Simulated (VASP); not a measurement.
Input of a VASP 6.6.1 run:

POSCAR

```
Rb2LiGdF6
1.0
    0.0000000000      4.4469873300      4.4469873300
    4.4469873300      0.0000000000      4.4469873300
    4.4469873300      4.4469873300      0.0000000000
F Li Gd Rb
6 1 1 2
Direct
    0.7560000000      0.2440000000      0.2440000000
    0.2440000000      0.7560000000      0.2440000000
    0.2440000000      0.7560000000      0.7560000000
    0.7560000000      0.2440000000      0.7560000000
    0.2440000000      0.2440000000      0.7560000000
    0.7560000000      0.7560000000      0.2440000000
    0.5000000000      0.5000000000      0.5000000000
    0.0000000000      0.0000000000      0.0000000000
    0.2500000000      0.2500000000      0.2500000000
    0.7500000000      0.7500000000      0.7500000000
```

INCAR.step1

```
PREC     = Accurate       # precision mode
ENCUT    = 520            # plane-wave cutoff, eV
EDIFF    = 1E-6           # SCF threshold, eV
ISMEAR   = -1             # smearing method
SIGMA    = 0.0139         # smearing width, eV
LREAL    = False          # projectors in reciprocal space
LASPH    = True           # aspherical terms in the spheres
NELM     = 150            # most SCF steps
ALGO     = Normal         # electronic algorithm
ISIF     = 2              # what is computed and relaxed
LWAVE    = False          # write WAVECAR
LCHARG   = True           # write CHGCAR
ISPIN    = 2              # spin polarisation
MAGMOM   = 0 0 0 0 0 0 0 7.46 0 0 # initial moments
LMAXMIX  = 6              # l up to which the mixer works
LDAU     = True           # DFT+U
LDAUTYPE = 1            
LDAUL    = -1 -1 3 -1     # shell
LDAUU    = 0 0 4 0        # U, eV
LDAUJ    = 0 0 0.67 0   
LDAUPRINT= 1            
GGA      = PE             # functional
NBANDS   = 56             # bands
```

KPOINTS.step1

```
Automatic mesh
0
Gamma
  5 5 5
```

Contents of INCAR.step2:

```
PREC     = Accurate       # precision mode
ENCUT    = 520            # plane-wave cutoff, eV
EDIFF    = 1E-6           # SCF threshold, eV
ISMEAR   = -5             # smearing method
SIGMA    = 0.0139         # smearing width, eV
LREAL    = False          # projectors in reciprocal space
LASPH    = True           # aspherical terms in the spheres
NELM     = 150            # most SCF steps
ALGO     = Normal         # electronic algorithm
ISIF     = 2              # what is computed and relaxed
LWAVE    = False          # write WAVECAR
LCHARG   = False          # write CHGCAR
ISPIN    = 2              # spin polarisation
MAGMOM   = 0 0 0 0 0 0 0 7.46 0 0 # initial moments
LORBIT   = 10             # projections on sites
LMAXMIX  = 6              # l up to which the mixer works
LDAU     = True           # DFT+U
LDAUTYPE = 1            
LDAUL    = -1 -1 3 -1     # shell
LDAUU    = 0 0 4 0        # U, eV
LDAUJ    = 0 0 0.67 0   
LDAUPRINT= 1            
GGA      = PE             # functional
NBANDS   = 56             # bands
NEDOS    = 1001           # points of the DOS
ICHARG   = 11             # starting density
```

Contents of KPOINTS.step2:

```
Automatic mesh
0
Gamma
  8 8 8
```

Potentials or basis: VASP PAW PBE potentials, release 64 (F, Li_sv, Gd, Rb_sv).

Launch:

```sh
$ cat potpaw_PBE.64/F/POTCAR potpaw_PBE.64/Li_sv/POTCAR potpaw_PBE.64/Gd/POTCAR potpaw_PBE.64/Rb_sv/POTCAR > POTCAR
$ cp INCAR.step1 INCAR
$ cp KPOINTS.step1 KPOINTS
$ mpirun -np 1 vasp_std > vasp.out
$ cp INCAR.step2 INCAR
$ cp KPOINTS.step2 KPOINTS
$ mpirun -np 1 vasp_std > vasp.out
```

Problem. Estimate the site moments.

Solution. F -0.00; Li +0.00; Gd +6.81; Rb +0.00 μB.

Problem. Estimate the net moment.

Solution. 7.00 μB per cell.

Eigenvalues of the final occupation matrices:
| site | spin | trace | eigenvalues |
| --- | --- | --- | --- |
| site 8 f | 1 | 6.97 | 0.99 0.99 0.99 0.99 1.00 1.00 1.00 |
| site 8 f | 2 | 0.10 | 0.00 0.01 0.01 0.01 0.02 0.02 0.02 |

Caveat: spin-orbit coupling is left out, which moves the levels of the heavy elements; a cell with one magnetic atom can't hold antiferromagnetic order, which such compounds often take. The state reached can hang on the start; a lower one may exist.
